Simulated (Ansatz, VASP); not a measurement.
# KCl in VASP and in Ansatz

The input INCAR:

```
SYSTEM = KCl
PREC = Accurate
ENCUT = 520
EDIFF = 1E-8
ISMEAR = -1
SIGMA = 0.03
LREAL = .FALSE.
LASPH = .TRUE.
NELM = 100
ALGO = Normal
ISIF = 2
LWAVE = .FALSE.
LCHARG = .FALSE.
GGA = PS
LEFG = .TRUE.
NBANDS = 15
```

Contents of KPOINTS:

```
Automatic mesh
0
G
  7 7 7
  0 0 0
```

The input POSCAR:

```
KCl
1.0
    0.0631220000      3.1876610000      3.1876610000
    3.1876610000      0.0631220000      3.1876610000
    3.1876610000      3.1876610000      0.0631220000
K Cl
1 1
Direct
    0.0000000000      0.0000000000      0.0000000000
    0.5000000000      0.5000000000      0.5000000000
```

Input for Ansatz:

```yaml
crystal:
  lattice:
    - [0.063122, 3.187661, 3.187661]
    - [3.187661, 0.063122, 3.187661]
    - [3.187661, 3.187661, 0.063122]
  atoms:
    - { symbol: K, position: [0.0, 0.0, 0.0] }
    - { symbol: Cl, position: [0.5, 0.5, 0.5] }
kpoints:
  mp_grid: { grid: [7, 7, 7] }
scf:
  occupations: { method: fermi_dirac, width: 0.03 }
hamiltonian:
  xc: pbesol
  pseudopotentials: { kind: all_electron, datasets: crystal }
output:
  forces: true
  stress: true
  eigenvalues: true
  efg: { contact_densities: true }
```

Change from the starting cell: equal xy, yz and zx shear strains of +2 %, crystal datasets.

Alike in both runs: task electric field gradients; functional PBEsol; k mesh 7 × 7 × 7; occupations fermi-dirac, width 0.03 eV; no spin polarisation.

|  | VASP | Ansatz |
| --- | --- | --- |
| version | VASP 6.6.1 | Ansatz 0.2.0 |
| potentials or method | VASP PAW PBE potentials, release 64 (K_sv, Cl), cutoff 520 eV | all-electron PAW with datasets made for the crystal, scalar-relativistic |

```tsv
	VASP	Ansatz	Ansatz less VASP
gap on the k mesh at the Fermi level (eV)	4.97	4.97	+0.004
pressure (GPa)	-0.5	-0.6	-0.04
traceless stress, the component that is largest in VASP (GPa)	-0.14	-0.14	-0.001
size of Vzz on the site where it differs most (V/Å²)	2.8	2.9	+0.09
```

VASP's potentials were made for PBE, not for PBEsol. Ansatz ran all-electron here, and VASP with PAW potentials.
